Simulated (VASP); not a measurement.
# Zr12H8C15 in VASP: single point with PBE+D3(BJ)

Aim: the single point of Zr12H8C15 with PBE+D3(BJ).

Program: VASP 6.6.1. These are calculated values, not measurements. Logs are shortened: lines on timing, memory, paths and dates and some standing lists are left out, and cuts for length are marked.

### Step 1. The cell of the first run

The cell holds a slab with vacuum, 35 atoms: a = 6.609 Å, b = 6.609 Å, c = 26.986 Å, α = 90.00°, β = 90.00°, γ = 90.00°.

### Step 2. Single point, PBE+D3(BJ)

INCAR reads:

```
SYSTEM = Zr12H8C15
PREC = Accurate
ENCUT = 520
EDIFF = 1E-6
ISMEAR = 0
SIGMA = 0.1
LREAL = Auto
LASPH = .TRUE.
NELM = 100
ALGO = Normal
ISIF = 2
LWAVE = .FALSE.
LCHARG = .FALSE.
LDIPOL = .TRUE.
IDIPOL = 3
DIPOL = 0.5 0.5 0.448
GGA = PE
IVDW = 12
NBANDS = 129
```

KPOINTS reads:

```
Automatic mesh
0
G
  3 3 1
  0 0 0
```

POSCAR reads:

```
Zr12H8C15
1.0
    6.6085416874      0.0000000000      0.0000000000
    0.0000000000      6.6085416874      0.0000000000
    0.0000000000      0.0000000000     26.9862446409
Zr C H
12 15 8
Direct
    0.5000000000      0.5000000000      0.2964473237
    0.5000000000      0.0000000000      0.2964473237
    0.0000000000      0.5000000000      0.2964473237
    0.0000000000      0.0000000000      0.2964473237
    0.7501143883      0.7497652746      0.3809284329
    0.7501327409      0.2502759259      0.3809142056
    0.2497709961      0.7497436866      0.3809084323
    0.2497528817      0.2502974271      0.3809057315
    0.0000242095     -0.0000232040      0.4641859709
   -0.0002517781      0.5001447562      0.4649697905
    0.4997677998      0.0000057189      0.4643437510
    0.4998430042      0.4999278623      0.4644049137
    0.2500000000      0.2500000000      0.2964473237
    0.2500000000      0.7500000000      0.2964473237
    0.7500000000      0.2500000000      0.2964473237
    0.7500000000      0.7500000000      0.2964473237
    0.4999800242      0.5000415456      0.3805841912
    0.5000172366     -0.0000583259      0.3804949325
   -0.0001509264      0.5000577615      0.3804614861
   -0.0001154596     -0.0000633445      0.3805377540
    0.7498075755      0.7501198880      0.4668745878
    0.7495822411      0.2496042504      0.4669768989
    0.2500401446      0.7502774101      0.4669185151
    0.2500527142      0.2494604828      0.4663629742
    0.2907602596      0.1874573119      0.6060297564
    0.2700298548      0.4125209809      0.5946380012
    0.0534334224      0.4740384986      0.5821805788
    0.4470331008      0.1467347246      0.6157408574
    0.1922348679      0.1420084752      0.6369236286
    0.2475099809      0.0975377527      0.5733302884
    0.3684377455      0.4498232281      0.5628462371
    0.3263207337      0.5038926968      0.6258190280
    0.0454993551      0.6295878388      0.5676781543
   -0.0127002548      0.3679265106      0.5548272128
   -0.0467772812      0.4658481010      0.6146563875
```

Potentials or basis: VASP PAW PBE potentials, release 64 (Zr_sv, C, H).

Started as:

```console
> cat potpaw_PBE.64/Zr_sv/POTCAR potpaw_PBE.64/C/POTCAR potpaw_PBE.64/H/POTCAR > POTCAR
> mpirun -np 1 vasp_std > vasp.out
```

OUTCAR:

```text
SYSTEM = Zr12H8C15
   PREC = Accurate
   ENCUT = 520
   EDIFF = 1E-6
   ISMEAR = 0
   LREAL = Auto
   LASPH = .TRUE.
   NELM = 100
   ISIF = 2
   GGA = PE
   IVDW = 12
 IVDW          = 12

 ion  position               nearest neighbor table
   1  0.500  0.500  0.296-  17 2.27  14 2.34  15 2.34  16 2.34  13 2.34   6 3.26   8 3.26   7 3.26
                             5 3.26   3 3.30   2 3.30   2 3.30   3 3.30
   2  0.500  0.000  0.296-  18 2.27  14 2.34  15 2.34  16 2.34  13 2.34   6 3.27   5 3.27   7 3.27
                             8 3.27   4 3.30   1 3.30   1 3.30   4 3.30
   3  0.000  0.500  0.296-  19 2.27  14 2.34  15 2.34  16 2.34  13 2.34   8 3.26   7 3.26   6 3.26
                             5 3.26   4 3.30   1 3.30   4 3.30   1 3.30
   4  0.000  0.000  0.296-  20 2.27  14 2.34  15 2.34  16 2.34  13 2.34   7 3.26   8 3.26   6 3.26
                             5 3.26   3 3.30   2 3.30   3 3.30   2 3.30
   5  0.750  0.750  0.381-  16 2.28  21 2.32  19 2.33  17 2.34  20 2.34  18 2.34   9 3.24  12 3.25
                            11 3.25  10 3.25   3 3.26   1 3.26   4 3.26   2 3.27   6 3.30   7 3.30
   6  0.750  0.250  0.381-  15 2.28  22 2.32  19 2.33  17 2.34  20 2.34  18 2.34   9 3.24  12 3.25
                            11 3.25  10 3.25   3 3.26   1 3.26   4 3.26   2 3.27   5 3.30   8 3.30
   7  0.250  0.750  0.381-  14 2.28  23 2.32  19 2.33  17 2.34  20 2.34  18 2.34   9 3.24  12 3.25
                            11 3.25  10 3.26   3 3.26   1 3.26   4 3.26   2 3.27   8 3.30   5 3.30
   8  0.250  0.250  0.381-  13 2.28  24 2.31  19 2.33  17 2.34  20 2.34  18 2.34   9 3.24  12 3.25
                            11 3.25  10 3.26   3 3.26   1 3.26   4 3.26   2 3.27   7 3.30   6 3.30
   9  0.000  1.000  0.464-  20 2.26  24 2.33  23 2.34  21 2.34  22 2.34   7 3.24   5 3.24   8 3.24
[... 16 lines left out ...]
  22  0.750  0.250  0.467-   6 2.32  11 2.33  12 2.34   9 2.34  10 2.34
  23  0.250  0.750  0.467-   7 2.32  11 2.33   9 2.34  12 2.34  10 2.34
  24  0.250  0.249  0.466-   8 2.31  11 2.33   9 2.33  12 2.34  10 2.34
  25  0.291  0.187  0.606-  28 1.10  29 1.10  30 1.10  26 1.52
  26  0.270  0.413  0.595-  32 1.10  31 1.10  25 1.52  27 1.53
  27  0.053  0.474  0.582-  35 1.10  33 1.10  34 1.11  26 1.53
  28  0.447  0.147  0.616-  25 1.10
  29  0.192  0.142  0.637-  25 1.10
  30  0.248  0.098  0.573-  25 1.10
  31  0.368  0.450  0.563-  26 1.10
  32  0.326  0.504  0.626-  26 1.10
  33  0.045  0.630  0.568-  27 1.10
  34  0.987  0.368  0.555-  27 1.11
  35  0.953  0.466  0.615-  27 1.10

  LATTYP: Found a simple tetragonal cell.
 ALAT       =     6.6085416874
 C/A-ratio  =     4.0835400482

  Lattice vectors:

 A1 = (   6.6085416874,   0.0000000000,   0.0000000000)
 A2 = (   0.0000000000,   6.6085416874,   0.0000000000)
 A3 = (   0.0000000000,   0.0000000000,  26.9862446409)

Analysis of symmetry for initial positions (statically):
=====================================================================
 Subroutine PRICEL returns:
 Original cell was already a primitive cell.

 Routine SETGRP: Setting up the symmetry group for a
 simple tetragonal supercell.

 Subroutine GETGRP returns: Found  1 space group operations
 (whereof  1 operations were pure point group operations)
 out of a pool of 16 trial point group operations.

The static configuration has the point symmetry C_1 .

Analysis of symmetry for dynamics (positions and initial velocities):
=====================================================================
 Subroutine PRICEL returns:
 Original cell was already a primitive cell.

 Routine SETGRP: Setting up the symmetry group for a
 simple tetragonal supercell.

 Subroutine GETGRP returns: Found  1 space group operations
 (whereof  1 operations were pure point group operations)
 out of a pool of 16 trial point group operations.

The dynamic configuration has the point symmetry C_1 .

 Subroutine INISYM returns: Found  1 space group operations
 (whereof  1 operations are pure point group operations),
 and found     1 'primitive' translations

----------------------------------------------------------------------------------------

                                     Primitive cell

  volume of cell :    1178.5655

  direct lattice vectors                    reciprocal lattice vectors
     6.608541687  0.000000000  0.000000000     0.151319315  0.000000000  0.000000000
     0.000000000  6.608541687  0.000000000     0.000000000  0.151319315  0.000000000
     0.000000000  0.000000000 26.986244641     0.000000000  0.000000000  0.037055915

  length of vectors
     6.608541687  6.608541687 26.986244641     0.151319315  0.151319315  0.037055915

  position of ions in fractional coordinates (direct lattice)
[... 88 lines left out ...]

  Length of vectors
     0.050439772  0.050439772  0.037055915

  Shift w.r.t. Gamma in fractional coordinates (k-lattice)
     0.000000000  0.000000000  0.000000000

 Subroutine IBZKPT returns following result:
 ===========================================

 Found      5 irreducible k-points:

 Following reciprocal coordinates:
            Coordinates               Weight
  0.000000  0.000000  0.000000      1.000000
  0.333333  0.000000  0.000000      2.000000
  0.000000  0.333333  0.000000      2.000000
  0.333333  0.333333  0.000000      2.000000
 -0.333333  0.333333  0.000000      2.000000
   k-points           NKPTS =      5   k-points in BZ     NKDIM =      5   number of bands    NBANDS=    129
   number of dos      NEDOS =    301   number of ions     NIONS =     35
   total plane-waves  NPLWV = 525000
   dimension x,y,z NGX =    50 NGY =   50 NGZ =  210
   dimension x,y,z NGXF=   100 NGYF=  100 NGZF=  420
   ions per type =              12  15   8
   NGX,Y,Z   is equivalent  to a cutoff of  12.58, 12.58, 12.94 a.u.
   NGXF,Y,Z  is equivalent  to a cutoff of  25.16, 25.16, 25.87 a.u.
 SYSTEM =  Zr12H8C15
   PREC   = accura    normal or accurate (medium, high low for compatibility)
   ISTART =      0    job   : 0-new  1-cont  2-samecut
   ICHARG =      2    charge: 1-file 2-atom 10-const
   ISPIN  =      1    spin polarized calculation?
   LNONCOLLINEAR =      F non collinear calculations
   LSORBIT =      F    spin-orbit coupling
   LASPH  =      T    aspherical Exc in radial PAW
   ENCUT  =  520.0 eV  38.22 Ry    6.18 a.u.  12.29 12.29 50.18*2*pi/ulx,y,z
   NELM   =    100;   NELMIN=  2; NELMDL= -5     # of ELM steps
   EDIFF  = 0.1E-05   stopping-criterion for ELM
   LREAL  =      T    real-space projection
   EDIFFG = 0.1E-04   stopping-criterion for IOM
   NSW    =      0    number of steps for IOM
   IBRION =     -1    ionic relax: 0-MD 1-quasi-New 2-CG
   NFREE  =      0    steps in history (QN), initial steepest desc. (CG)
   ISIF   =      2    stress and relaxation
   ISYM   =      2    0-nonsym 1-usesym 2-fastsym
   POTIM  = 0.5000    time-step for ionic-motion
   TEBEG  =    0.0;   TEEND  =   0.0 temperature during run
   PSTRESS=    0.0 pullay stress
   NELECT =     212.0000    total number of electrons
   NUPDOWN=      -1.0000    fix difference up-down
   EMIN   =  10.00;   EMAX   =-10.00  energy-range for DOS
   EFERMI =   0.00;   METHOD = LEGACY
   ISMEAR =     0;   SIGMA  =   0.10  broadening in eV -4-tet -1-fermi 0-gaus
   EFERMI_NEDOS =   21; number of points for ismear=-14 and -15
   IALGO  =     38    algorithm
   IMIX   =      4    mixing-type and parameters
     AMIX     =   0.40;   BMIX     =  1.00
     AMIX_MAG =   1.60;   BMIX_MAG =  1.00
  volume/ion in A,a.u.               =      33.67       227.24
  Fermi-wavevector in a.u.,A,eV,Ry     =   0.924135  1.746362 11.619729  0.854026
  Thomas-Fermi vector in A             =   2.049848
   LORBIT       =      0    0 simple, 1 ext, 2 COOP (PROOUT), +10 PAW based schemes
   GGA     = PE    functional components
   LHFCALC =     F    Hartree Fock is set to
   AEXX    =    0.0000 exact exchange contribution
   IVDW    =    12    specifies the selected vdW correction
   LEPSILON=     F    determine dielectric tensor
   LRPA    =     F    only Hartree local field effects (RPA)
 non-spin polarized calculation
 Gauss-broadening in eV      SIGMA  =   0.10
  energy-cutoff  :      520.00
  volume of cell :     1178.57
 maximum number of plane-waves:     31805
 NGX is ok and might be reduce to    50
   NGX = 25   NGY = 25   NGZ =101

 dipolmoment           0.000000      0.000000      0.004950 electrons x Angstroem

 number of electron     211.9999996 magnetization

 dipolmoment           0.000000      0.000000     -0.056105 electrons x Angstroem

 Free energy of the ion-electron system (eV)
  ---------------------------------------------------
  ext. energy  EPLUGINS =         0.00000000
  ---------------------------------------------------
  free energy    TOTEN  =      -281.68835145 eV

  energy without entropy =     -281.65045066  energy(sigma->0) =     -281.66940106

 E-fermi :   0.3646     XC(G=0):  -4.4340

 val. band max:        0.2996353831   @ k =   0.0000   0.0000   0.0000
 cond. band min:       0.3925506277   @ k =   0.0000   0.0000   0.0000
 fundamental gap:      0.0929152446
 Fermi energy:         0.3646271093

 k-point     1 :       0.0000    0.0000    0.0000
  band No.  band energies     occupation
      1     -47.9682      2.00000
      2     -47.9322      2.00000
      3     -47.9216      2.00000
      4     -47.8916      2.00000
      5     -47.8871      2.00000
      6     -47.8420      2.00000
[... 594 lines left out ...]
    117       2.9337      0.00000
    118       2.9768      0.00000
 [bands above 118 left out]

------------------------ aborting loop because EDIFF is reached ----------------------------------------

 vacuum level on the upper side and lower side of the slab       (xc-potential included)        -0.212         0.021

 Edisp (eV)   -7.24031

 E8    (eV) :    -3.3569

  FORCE on cell =-STRESS in cart. coord.  units (eV):
  Direction    XX          YY          ZZ          XY          YZ          ZX
  --------------------------------------------------------------------------------------
  -------------------------------------------------------------------------------------
  Total     -10.80575   -10.65526     0.12062     0.00422     0.04281     0.09224
  in kB     -14.68966   -14.48508     0.16397     0.00573     0.05820     0.12540
  external pressure =       -9.67 kB  Pullay stress =        0.00 kB

 VOLUME and BASIS-vectors are now :
 -----------------------------------------------------------------------------
  energy-cutoff  :      520.00
  volume of cell :     1178.57
      direct lattice vectors                 reciprocal lattice vectors
     6.608541687  0.000000000  0.000000000     0.151319315  0.000000000  0.000000000
     0.000000000  6.608541687  0.000000000     0.000000000  0.151319315  0.000000000
     0.000000000  0.000000000 26.986244641     0.000000000  0.000000000  0.037055915

 POSITION                                       TOTAL-FORCE (eV/Angst)
 -----------------------------------------------------------------------------------
      3.30427      3.30427      8.00000        -0.000766      0.000854      0.451860
      3.30427      0.00000      8.00000        -0.000814     -0.000167      0.510942
      0.00000      3.30427      8.00000        -0.004691      0.000038      0.492405
      0.00000      0.00000      8.00000        -0.002826     -0.001495      0.450090
      4.95716      4.95486     10.27983        -0.004073      0.000528     -0.000500
      4.95728      1.65396     10.27944        -0.003999     -0.000346      0.000321
[... 27 lines left out ...]
      6.52461      2.43146     14.97270        -0.008543     -0.010100     -0.022368
      6.29941      3.07858     16.58727        -0.002682     -0.000782      0.010748
 -----------------------------------------------------------------------------------
    total drift:                               -0.008468     -0.005246      0.043767

  FREE ENERGIE OF THE ION-ELECTRON SYSTEM (eV)
  ---------------------------------------------------
  free  energy   TOTEN  =      -288.9286567874 eV

  energy  without entropy=     -288.8907559965  energy(sigma->0) =     -288.90970639

 vacuum level on the upper side and lower side of the slab         3.563         3.801
```

Run time: 41 min. Hardware: 1 thread of Intel Xeon Platinum 8488C (Sapphire Rapids), shared host; peak memory 1.2 GiB.

Results:

- Free energy: -288.9287 eV
- Largest force: 0.511 eV/Å
- Band gap on the k mesh: zero (filled and empty bands touch)
- Dispersion energy per atom: -0.207 eV

Forces in eV/Å, atoms in the order of the input:
```
Zr  -0.001  0.001  0.452
Zr  -0.001  0.000  0.511
Zr  -0.005  0.000  0.492
Zr  -0.003 -0.001  0.450
Zr  -0.004  0.001 -0.001
Zr  -0.004  0.000  0.000
Zr   0.004  0.002 -0.002
Zr   0.004 -0.002 -0.002
Zr  -0.003  0.003  0.008
Zr   0.000 -0.004  0.010
Zr   0.003  0.001  0.006
Zr  -0.001 -0.001  0.007
C    0.004 -0.002 -0.504
C    0.002  0.002 -0.474
C   -0.003 -0.002 -0.472
C   -0.003  0.002 -0.486
C   -0.001  0.000 -0.010
C    0.000  0.000 -0.007
C    0.001 -0.001 -0.002
C   -0.001  0.000 -0.006
C   -0.002 -0.002  0.009
C   -0.001  0.001  0.013
C    0.000  0.007  0.010
C    0.000 -0.010  0.009
C    0.016 -0.004  0.007
C   -0.012  0.009  0.005
C    0.003 -0.005  0.004
H    0.013 -0.001  0.001
H   -0.012 -0.005  0.017
H   -0.010 -0.024 -0.020
H    0.016  0.008 -0.023
H    0.014  0.024  0.016
H   -0.004  0.015 -0.008
H   -0.009 -0.010 -0.022
H   -0.003 -0.001  0.011
```
